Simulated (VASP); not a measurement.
# ScNb (P3m1) in VASP: single point with PBE

Aim: the single point of ScNb with PBE.

All numbers are computed with VASP 6.6.1; they aren't measurements. Logs are shortened: lines on timing, memory, paths and dates and some standing lists are left out, and cuts for length are marked.

## (1) The cell of the first run

It takes space group P3m1 (No. 156, trigonal). The conventional cell has a = 2.991 Å, b = 2.991 Å, c = 5.101 Å, α = 90.00°, β = 90.00°, γ = 120.00°. Sc (site symmetry 3m) has 6 Nb at 2.92 to 3.25 Å and 6 Sc at 2.99 Å within 3.8 Å. Nb (site symmetry 3m) has 6 Sc at 2.92 to 3.25 Å and 6 Nb at 2.99 Å within 3.8 Å.

## (2) Single point, PBE (strained and its atoms moved)

INCAR reads:

```
ALGO     = Fast           # electronic algorithm
EDIFF    = 1E-6           # SCF threshold, eV
ENCUT    = 520            # plane-wave cutoff, eV
GGA      = PE             # functional
ISIF     = 2              # what is computed and relaxed
ISMEAR   = 0              # smearing method
LASPH    = T              # aspherical terms in the spheres
LCHARG   = F              # write CHGCAR
LREAL    = F              # projectors in reciprocal space
LWAVE    = F              # write WAVECAR
NBANDS   = 19             # bands
NELM     = 100            # most SCF steps
PREC     = Accurate       # precision mode
SIGMA    = 0.1            # smearing width, eV
```

KPOINTS reads:

```
k-points
0
Gamma
  15 15 8
```

POSCAR reads:

```
ScNb
1.0
    2.9910572339      0.0000000000      0.0000000000
   -1.4955286169      2.5903315487      0.0000000000
    0.0000000000      0.0000000000      5.1009533400
Sc Nb
1 1
Direct
    0.0000000000      0.0000000000      0.0197153342
    0.3333333300      0.6666666700      0.4802846658
```

Potentials or basis: VASP PAW PBE potentials, release 64 (Sc_sv, Nb_sv).

The run is started by

```console
cat potpaw_PBE.64/Sc_sv/POTCAR potpaw_PBE.64/Nb_sv/POTCAR > POTCAR
mpirun -np 1 vasp_std > vasp.out
```

OUTCAR:

```text
EDIFF = 1E-6
   ENCUT = 520
   GGA = PE
   ISIF = 2
   ISMEAR = 0
   LASPH = T
   LREAL = F
   NELM = 100
   PREC = Accurate

 ion  position               nearest neighbor table
   1  0.000  0.000  0.020-   2 2.92   2 2.92   2 2.92
   2  0.333  0.667  0.480-   1 2.92   1 2.92   1 2.92

  LATTYP: Found a hexagonal cell.
 ALAT       =     2.9910572339
 C/A-ratio  =     1.7054014488

  Lattice vectors:

 A1 = (   2.9910572339,   0.0000000000,   0.0000000000)
 A2 = (  -1.4955286169,   2.5903315487,   0.0000000000)
 A3 = (   0.0000000000,   0.0000000000,   5.1009533400)

Analysis of symmetry for initial positions (statically):
=====================================================================
 Subroutine PRICEL returns:
 Original cell was already a primitive cell.

 Routine SETGRP: Setting up the symmetry group for a
 hexagonal supercell.

 Subroutine GETGRP returns: Found  6 space group operations
 (whereof  6 operations were pure point group operations)
 out of a pool of 24 trial point group operations.

The static configuration has the point symmetry C_3v.

Analysis of symmetry for dynamics (positions and initial velocities):
=====================================================================
 Subroutine PRICEL returns:
 Original cell was already a primitive cell.

 Routine SETGRP: Setting up the symmetry group for a
 hexagonal supercell.

 Subroutine GETGRP returns: Found  6 space group operations
 (whereof  6 operations were pure point group operations)
 out of a pool of 24 trial point group operations.

The dynamic configuration has the point symmetry C_3v.

 Subroutine INISYM returns: Found  6 space group operations
 (whereof  6 operations are pure point group operations),
 and found     1 'primitive' translations

----------------------------------------------------------------------------------------

                                     Primitive cell

  volume of cell :      39.5213

  direct lattice vectors                    reciprocal lattice vectors
     2.991057234  0.000000000  0.000000000     0.334329945  0.193025484  0.000000000
    -1.495528617  2.590331549  0.000000000     0.000000000  0.386050967  0.000000000
     0.000000000  0.000000000  5.100953340     0.000000000  0.000000000  0.196041785

  length of vectors
     2.991057234  2.991057234  5.100953340     0.386050967  0.386050967  0.196041785

  position of ions in fractional coordinates (direct lattice)
     0.000000000  0.000000000  0.019715334
     0.333333330  0.666666670  0.480284666

  ion indices of the primitive-cell ions
   primitive index   ion index
                 1           1
                 2           2

----------------------------------------------------------------------------------------

 KPOINTS: k-points

Automatic generation of k-mesh.
 Grid dimensions read from file:
 generate k-points for:   15   15    8

 Generating k-lattice:

  Cartesian coordinates                     Fractional coordinates (reciprocal lattice)
     0.022288663  0.012868366  0.000000000     0.066666667  0.000000000  0.000000000
     0.000000000  0.025736731  0.000000000     0.000000000  0.066666667  0.000000000
     0.000000000  0.000000000  0.024505223     0.000000000  0.000000000  0.125000000

  Length of vectors
     0.025736731  0.025736731  0.024505223

  Shift w.r.t. Gamma in fractional coordinates (k-lattice)
     0.000000000  0.000000000  0.000000000

 Subroutine IBZKPT returns following result:
 ===========================================

 Found    192 irreducible k-points:

 Following reciprocal coordinates:
            Coordinates               Weight
  0.000000  0.000000  0.000000      1.000000
  0.066667  0.000000  0.000000      6.000000
  0.133333 -0.000000  0.000000      6.000000
  0.200000  0.000000  0.000000      6.000000
  0.266667 -0.000000  0.000000      6.000000
  0.333333  0.000000  0.000000      6.000000
[... 16 lines left out ...]
  0.333333  0.200000  0.000000     12.000000
  0.400000  0.200000  0.000000      6.000000
 [... further k-points ...]
   k-points           NKPTS =    192   k-points in BZ     NKDIM =    192   number of bands    NBANDS=     19
   number of dos      NEDOS =    301   number of ions     NIONS =      2
   total plane-waves  NPLWV =  23040
   dimension x,y,z NGX =    24 NGY =   24 NGZ =   40
   dimension x,y,z NGXF=    48 NGYF=   48 NGZF=   80
   ions per type =               1   1
   NGX,Y,Z   is equivalent  to a cutoff of  13.34, 13.34, 13.04 a.u.
   NGXF,Y,Z  is equivalent  to a cutoff of  26.68, 26.68, 26.07 a.u.
 SYSTEM =  unknown system
   PREC   = accura    normal or accurate (medium, high low for compatibility)
   ISTART =      0    job   : 0-new  1-cont  2-samecut
   ICHARG =      2    charge: 1-file 2-atom 10-const
   ISPIN  =      1    spin polarized calculation?
   LNONCOLLINEAR =      F non collinear calculations
   LSORBIT =      F    spin-orbit coupling
   LASPH  =      T    aspherical Exc in radial PAW
   ENCUT  =  520.0 eV  38.22 Ry    6.18 a.u.   5.56  5.56  9.48*2*pi/ulx,y,z
   NELM   =    100;   NELMIN=  2; NELMDL= -5     # of ELM steps
   EDIFF  = 0.1E-05   stopping-criterion for ELM
   LREAL  =      F    real-space projection
   EDIFFG = 0.1E-04   stopping-criterion for IOM
   NSW    =      0    number of steps for IOM
   IBRION =     -1    ionic relax: 0-MD 1-quasi-New 2-CG
   NFREE  =      0    steps in history (QN), initial steepest desc. (CG)
   ISIF   =      2    stress and relaxation
   ISYM   =      2    0-nonsym 1-usesym 2-fastsym
   POTIM  = 0.5000    time-step for ionic-motion
   TEBEG  =    0.0;   TEEND  =   0.0 temperature during run
   PSTRESS=    0.0 pullay stress
   NELECT =      24.0000    total number of electrons
   NUPDOWN=      -1.0000    fix difference up-down
   EMIN   =  10.00;   EMAX   =-10.00  energy-range for DOS
   EFERMI =   0.00;   METHOD = LEGACY
   ISMEAR =     0;   SIGMA  =   0.10  broadening in eV -4-tet -1-fermi 0-gaus
   EFERMI_NEDOS =   21; number of points for ismear=-14 and -15
   IALGO  =     68    algorithm
   IMIX   =      4    mixing-type and parameters
     AMIX     =   0.40;   BMIX     =  1.00
     AMIX_MAG =   1.60;   BMIX_MAG =  1.00
  volume/ion in A,a.u.               =      19.76       133.35
  Fermi-wavevector in a.u.,A,eV,Ry     =   1.386335  2.619793 26.149363  1.921924
  Thomas-Fermi vector in A             =   2.510660
   LORBIT       =      0    0 simple, 1 ext, 2 COOP (PROOUT), +10 PAW based schemes
   GGA     = PE    functional components
   LHFCALC =     F    Hartree Fock is set to
   AEXX    =    0.0000 exact exchange contribution
   IVDW    =     0    specifies the selected vdW correction
   LEPSILON=     F    determine dielectric tensor
   LRPA    =     F    only Hartree local field effects (RPA)
 non-spin polarized calculation
 RMM-DIIS sequential band-by-band and
 Gauss-broadening in eV      SIGMA  =   0.10
  energy-cutoff  :      520.00
  volume of cell :       39.52
 maximum number of plane-waves:      1093
 NGX is ok and might be reduce to    24
   NGX = 11   NGY = 11   NGZ = 19

 number of electron      24.0000001 magnetization

 Free energy of the ion-electron system (eV)
  ---------------------------------------------------
  ext. energy  EPLUGINS =         0.00000000
  ---------------------------------------------------
  free energy    TOTEN  =       -15.94151273 eV

  energy without entropy =      -15.93367062  energy(sigma->0) =      -15.93759167

 E-fermi :   7.6340     XC(G=0): -11.3985

 val. band max:        7.6340361902   @ k =   0.0000   0.3333   0.2500
 cond. band min:       7.6378776262   @ k =   0.4000   0.2000   0.0000
 fundamental gap:      0.0038414361
 Fermi energy:         7.6340447905

 k-point     1 :       0.0000    0.0000    0.0000
  band No.  band energies     occupation
      1     -47.0059      2.00000
      2     -41.2718      2.00000
      3     -23.1928      2.00000
      4     -22.5487      2.00000
      5     -22.5487      2.00000
      6     -19.8782      2.00000
[... 11 lines left out ...]
     18      10.3086      0.00000
     19      12.0601      0.00000

 k-point     2 :       0.0667    0.0000    0.0000
  band No.  band energies     occupation
      1     -47.0006      2.00000
      2     -41.2669      2.00000
      3     -23.1853      2.00000
      4     -22.5888      2.00000
      5     -22.5579      2.00000
      6     -19.8757      2.00000
[... 11 lines left out ...]
     18      10.2720      0.00000
     19      12.1044      0.00000

 k-point     3 :       0.1333   -0.0000    0.0000
  band No.  band energies     occupation
      1     -46.9856      2.00000
      2     -41.2530      2.00000
      3     -23.1640      2.00000
      4     -22.7010      2.00000
      5     -22.5836      2.00000
      6     -19.8689      2.00000
[... 11 lines left out ...]
     18      10.3212      0.00000
     19      12.2032      0.00000

 k-point     4 :       0.2000    0.0000    0.0000
  band No.  band energies     occupation
      1     -46.9634      2.00000
      2     -41.2324      2.00000
      3     -23.1326      2.00000
      4     -22.8634      2.00000
      5     -22.6212      2.00000
      6     -19.8598      2.00000
[... 11 lines left out ...]
     18      10.6598      0.00000
     19      12.2987      0.00000

 k-point     5 :       0.2667   -0.0000    0.0000
  band No.  band energies     occupation
      1     -46.9377      2.00000
      2     -41.2086      2.00000
      3     -23.0972      2.00000
      4     -23.0450      2.00000
      5     -22.6641      2.00000
      6     -19.9678      2.00000
[... 11 lines left out ...]
     18      11.1862      0.00000
     19      12.3697      0.00000
[... 334 lines left out ...]
      2     -41.1803      2.00000
      3     -23.1792      2.00000
      4     -23.0519      2.00000
      5     -22.8002      2.00000
      6     -20.0710      2.00000
[... 11 lines left out ...]
     18      12.1005      0.00000
     19      12.3564      0.00000

 k-point    22 :       0.2667    0.2000    0.0000
  band No.  band energies     occupation
      1     -46.8889      2.00000
      2     -41.1634      2.00000
      3     -23.2592      2.00000
      4     -23.0262      2.00000
      5     -22.8771      2.00000
      6     -20.1336      2.00000
[... 11 lines left out ...]
     18      12.1338      0.00000
     19      13.1478      0.00000

 k-point    23 :       0.3333    0.2000    0.0000
  band No.  band energies     occupation
      1     -46.8765      2.00000
      2     -41.1519      2.00000
      3     -23.3096      2.00000
      4     -23.0087      2.00000
      5     -22.9328      2.00000
      6     -20.1727      2.00000
[... 11 lines left out ...]
     18      12.1936      0.00000
     19      13.8422      0.00000

 k-point    24 :       0.4000    0.2000    0.0000
  band No.  band energies     occupation
      1     -46.8721      2.00000
      2     -41.1478      2.00000
      3     -23.3266      2.00000
      4     -23.0025      2.00000
      5     -22.9532      2.00000
      6     -20.1859      2.00000
[... 11 lines left out ...]
     18      12.0761      0.00000
     19      14.2103      0.00000

 [... further k-points ...]
[... 5 lines left out ...]
  --------------------------------------------------------------------------------------
  -------------------------------------------------------------------------------------
  Total        1.7744312      1.7744312      0.9241309      0.0000000      0.0000000      0.0000000
  in kB       71.9346815     71.9346815     37.4638705      0.0000000      0.0000000      0.0000000
  external PRESSURE =      60.4444112 kB  Pullay stress =       0.0000000 kB

 VOLUME and BASIS-vectors are now :
 -----------------------------------------------------------------------------
  energy-cutoff  :      520.00
  volume of cell :       39.52
      direct lattice vectors                 reciprocal lattice vectors
     2.991057234  0.000000000  0.000000000     0.334329945  0.193025484  0.000000000
    -1.495528617  2.590331549  0.000000000     0.000000000  0.386050967  0.000000000
     0.000000000  0.000000000  5.100953340     0.000000000  0.000000000  0.196041785

 POSITION                                       TOTAL-FORCE (eV/Angst)
 -----------------------------------------------------------------------------------
      0.00000      0.00000      0.10057        -0.000000     -0.000000     -0.964228
     -0.00000      1.72689      2.44991         0.000000      0.000000      0.964228
 -----------------------------------------------------------------------------------
    total drift:                                0.000028     -0.000016      0.000032

  FREE ENERGIE OF THE ION-ELECTRON SYSTEM (eV)
  ---------------------------------------------------
  free  energy   TOTEN  =       -15.9415127315 eV

  energy  without entropy=      -15.9336706175  energy(sigma->0) =      -15.93759167
```

Run time: 3.7 min. Hardware: 1 thread of Intel Xeon Platinum 8488C (Sapphire Rapids), shared host; peak memory 0.27 GiB.

What came out:

* Free energy: -15.9415 eV
* Pressure: 6.0 GPa
* Largest force: 0.964 eV/Å
* Band gap on the k mesh: zero (band 12 reaches 8.20 eV, above the bottom of band 13 at 7.26 eV)

Forces on the atoms (eV/Å):
```
Sc   0.000  0.000 -0.964
Nb   0.000  0.000  0.964
```

Levels at points of the mesh, in eV from the Fermi level:
```tsv
k point	band 9	band 10	band 11	band 12	band 13	band 14	band 15	band 16
(0.00, 0.00, 0.00)	-5.72	-3.02	0.38	0.57	0.57	1.33	1.94	1.94
(0.00, 0.00, 0.50)	-4.40	-3.75	-1.00	0.47	0.47	1.02	1.56	1.56
```

Caveat: the cell differs from its parent crystal (strained and its atoms moved).
